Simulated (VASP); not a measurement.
Ba3Ti4O11: single point with PBEsol

Slab: Ba3Ti4O11, a slab with vacuum.

```
CELL_PARAMETERS angstrom
3.95574 0.00000 0.00000
0.00000 4.04332 0.00000
0.00000 0.00000 26.86723
ATOMIC_POSITIONS crystal
Ti 0.50000 0.52006 0.27915
Ti 0.50000 0.52006 0.42638
Ti 0.50000 0.52006 0.57362
Ti 0.50000 0.52006 0.72085
O 0.50000 0.97524 0.27915
O 0.00000 0.48590 0.27915
O 0.50000 0.48590 0.35277
O 0.50000 0.97524 0.42638
O 0.00000 0.48590 0.42638
O 0.50000 0.48590 0.50000
O 0.50000 0.97524 0.57362
O 0.00000 0.48590 0.57362
O 0.50000 0.48590 0.64723
O 0.50000 0.97524 0.72085
O 0.00000 0.48590 0.72085
Ba 0.00000 0.00490 0.35277
Ba 0.00000 0.00490 0.50000
Ba 0.00000 0.00490 0.64723
```

```json
{
  "Program": "VASP 6.6.1",
  "Task": "single point",
  "Functional": "PBEsol",
  "Potentials or basis": "VASP PAW PBE potentials, release 64 (Ti_sv, O, Ba_sv)",
  "Cutoff": "520 eV",
  "k mesh": "7 × 7 × 1",
  "Occupations": "gaussian, width 0.05 eV",
  "Spin": "no spin polarisation"
}
```

| Item | Value |
| --- | --- |
| Largest force | 2.313 eV/Å |
| Band gap on the k mesh | 1.29 eV, indirect (least direct gap 1.98 eV) |

Forces on the atoms (eV/Å):
```
Ti   0.000  0.596  2.235
Ti   0.000 -0.016  0.105
Ti   0.000 -0.016 -0.105
Ti   0.000  0.596 -2.235
O    0.000 -0.676 -0.447
O    0.000 -0.051 -0.550
O    0.000  0.151 -0.811
O    0.000  0.026  0.050
O    0.000  0.020  0.050
O    0.000  0.046  0.000
O    0.000  0.026 -0.050
O    0.000  0.020 -0.050
O    0.000  0.151  0.811
O    0.000 -0.676  0.447
O    0.000 -0.051  0.550
Ba   0.000 -0.056 -0.779
Ba   0.000 -0.038  0.000
Ba   0.000 -0.056  0.779
```

Levels at points of the mesh, in eV from the valence-band top:
```csv
k point,band 68,band 69,band 70,band 71,band 72,band 73,band 74,band 75,band 76,band 77
"(0.00, 0.00, 0.00)",-1.20,-0.93,-0.90,-0.70,-0.69,1.29,1.50,1.59,1.67,1.69
```

Run time: 20 min on 1 thread of Intel(R) Xeon(R) Platinum 8559C (Emerald Rapids), with other jobs on the host, peak memory 0.72 GiB.

Caveat: the PAW data sets were made with another functional, which shifts forces and pressure a little; spin-orbit coupling is left out, which moves the levels of the heavy elements.
